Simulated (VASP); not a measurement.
# NiO: single point with LDA

**Measured values to compare with.**

From “Local correlations, non-local screening, multiplets, and band formation in NiO”, 2012, arxiv:1210.6675, for a bulk crystal of NiO: band gap 4.3 eV.

Crystal: NiO.

```
Ni O
1.0
     0.00000    2.02221    2.02221
     2.02221    0.00000    2.02221
     2.02221    2.02221    0.00000
Ni O
1 1
Cartesian
  0.0000 0.0000 0.0000
  2.0222 2.0222 2.0222
```

| Quantity | Value |
| --- | --- |
| Program | VASP 6.6.1 |
| Task | single point |
| Functional | LDA |
| Potentials or basis | VASP PAW LDA potentials, release 64 (Ni, O) |
| Cutoff | 520 eV |
| k mesh | 11 × 11 × 11 |
| Occupations | fermi-dirac, width 0.05 eV |
| Spin | collinear spin, ferromagnetic start |
| Starting moments | [1.0, 0.0] μB |

- Pressure: 0.3 GPa
- Net moment: 0.28 μB per cell
- Site moments: Ni +0.23; O +0.04 μB
- Valence electrons inside the program's atomic spheres: Ni 9.27; O 4.95

Levels at points of the mesh, in eV from the Fermi level:
Spin up:
```
           k point  band 6  band 7  band 8  band 9  band 10  band 11
(0.00, 0.00, 0.00)   -2.24   -2.24   -2.05   -2.05     2.22    17.99
```
Spin down:
```tsv
k point	band 5	band 6	band 7	band 8	band 9	band 10	band 11	band 12
(0.00, 0.00, 0.00)	-2.09	-2.09	-2.09	-1.75	-1.75	2.28	18.00	19.77
```

It took 89 s on 1 thread of AMD EPYC 7R13 (shared host), peak memory 0.12 GiB.

Measured gap of NiO: 4.3 eV (quoted in “Local correlations, non-local screening, multiplets, and band formation in NiO”, 2012, arxiv:1210.6675). This calculation gives 0.00 eV (-4.30 eV). So large a miss can be the level of theory's own, or it may mean another phase, state or a wrong row. The value is that of LDA on a finite k mesh, which can miss the band edges, without temperature or zero-point motion. Semilocal functionals fall short of measured gaps as a rule. The run's magnetic order (collinear spin, ferromagnetic start) needn't be the measured crystal's.

Caveat: semilocal functionals often make such compounds metallic where correlation or magnetic order opens a gap, which also shifts bond lengths.
